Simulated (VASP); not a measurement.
# Rh: relaxation of cell and atoms with PBE

Rh:

```
CELL_PARAMETERS angstrom
2.47571 0.00000 0.00000
0.00000 2.47571 0.00000
0.00000 0.00000 2.47571
ATOMIC_POSITIONS crystal
Rh 0.00000 0.00000 0.00000
```

| Quantity | Value |
| --- | --- |
| Program | VASP 6.6.1 |
| Task | relaxation of cell and atoms |
| Functional | PBE |
| Potentials or basis | VASP PAW PBE potentials, release 64 (Rh_pv) |
| Cutoff | 600 eV |
| k mesh | 15 × 15 × 15 |
| Occupations | fermi-dirac, width 0.1 eV |
| Spin | no spin polarisation |
| Dipole correction | no |
| Further INCAR settings | ALGO = Normal; EDIFF = 1e-07; IBRION = 2; EDIFFG = -0.005; NSW = 60; ISIF = 3 |

```
Relaxed volume                         : 16.33 Å³/atom
Relaxed cell                           : a = 2.537 Å, b = 2.537 Å, c = 2.537 Å, α = 90.00°, β = 90.00°, γ = 90.00°
Space group after relaxing (to 0.05 Å) : Pm-3m (No. 221)
Energy gained by relaxing              : 53.7 meV/atom
Ionic steps                            : 18
Pressure after relaxing                : 0.0 GPa
```

Step by step:
```
step  energy change (eV)  largest force (eV/Å)  pressure (GPa)  volume (Å³)
   1              0.0000                0.0000           16.11        15.17
   2              0.1021                0.0000          -17.59        18.78
   3             -0.0536                0.0000           -0.60        16.38
   4             -0.0537                0.0000           -0.07        16.33
   5             -0.0537                0.0000            0.20        16.31
   6             -0.0537                0.0000            0.19        16.31
   7             -0.0537                0.0000            0.17        16.31
   8             -0.0537                0.0000            0.17        16.31
   9             -0.0537                0.0000            0.17        16.31
  10             -0.0537                0.0000            0.17        16.31
  11             -0.0537                0.0000            0.17        16.31
  12             -0.0537                0.0000            0.17        16.31
  13             -0.0537                0.0000            0.16        16.31
  14             -0.0537                0.0000            0.14        16.31
  15             -0.0537                0.0000            0.11        16.32
  16             -0.0537                0.0000            0.05        16.32
  17             -0.0537                0.0000           -0.07        16.33
  18             -0.0537                0.0000            0.00        16.33
```

Final structure:
```
Rh
1.0
     2.53692    0.00000    0.00000
     0.00000    2.53692    0.00000
     0.00000    0.00000    2.53692
Rh
1
Direct
  0.00000 0.00000 0.00000
```

Levels at points of the mesh, in eV from the Fermi level:
```
           k point  band 5  band 6  band 7  band 8  band 9  band 10  band 11
(0.00, 0.00, 0.00)   -5.06   -5.06    0.74    0.74    0.74    16.79    16.79
```

It took 61 s on 1 thread of AMD EPYC 9R45 96-Core Processor (Zen 5), on a shared host, peak memory 0.12 GiB.
